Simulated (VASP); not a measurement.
Wanted: the native input for a VASP 6.6.1 run.

| Property | Result |
| --- | --- |
| Task | single point |
| Functional | PBEsol |
| Potentials or basis | VASP PAW PBE potentials, release 64 (Sr_sv, O) |
| Cutoff | 600 eV |
| k mesh | 4 × 4 × 3 |
| Occupations | fermi-dirac, width 0.1 eV |
| Spin | no spin polarisation |
| Dipole correction | no |
| Further INCAR settings | ALGO = Normal; EDIFF = 1e-06; NBANDS = 24 |

The structure of SrO lies in POSCAR:

```
SrO
1.0
    4.2754660000      0.0000000000      0.0000000000
   -2.1377330000      3.7026620000      0.0000000000
    0.0000000000      0.0000000000      5.1555950000
Sr O
2 2
Direct
    0.3333333333      0.6666666667      0.9381280000
    0.6666666667      0.3333333333      0.4381280000
    0.3333333333      0.6666666667      0.4368720000
    0.6666666667      0.3333333333      0.9368720000
```

These files were run (other wordings do the same):

INCAR

```
PREC = Accurate
ENCUT = 600
EDIFF = 1E-6
ISMEAR = -1
SIGMA = 0.1
LREAL = False
LASPH = True
NELM = 120
ALGO = Normal
ISIF = 2
LWAVE = False
LCHARG = False
GGA = PS
NBANDS = 24
GGA_COMPAT = False
```

KPOINTS

```
Automatic mesh
0
Gamma
  4 4 3
```

Potentials or basis: VASP PAW PBE potentials, release 64 (Sr_sv, O).

Command:

```bash
$ cat potpaw_PBE.64/Sr_sv/POTCAR potpaw_PBE.64/O/POTCAR > POTCAR
$ mpirun -np 1 vasp_std > vasp.out
```

It gave:

```
Pressure               : -1.5 GPa
Largest force          : 0.012 eV/Å
Band gap on the k mesh : 2.50 eV, direct
```

Caveat: the k points lie up to 0.42 Å⁻¹ apart; the PAW data sets were made with another functional, which shifts forces and pressure a little.

Wall time 28 s on 1 thread of Intel(R) Xeon(R) Platinum 8488C (Sapphire Rapids) (shared host), peak memory 0.23 GiB.
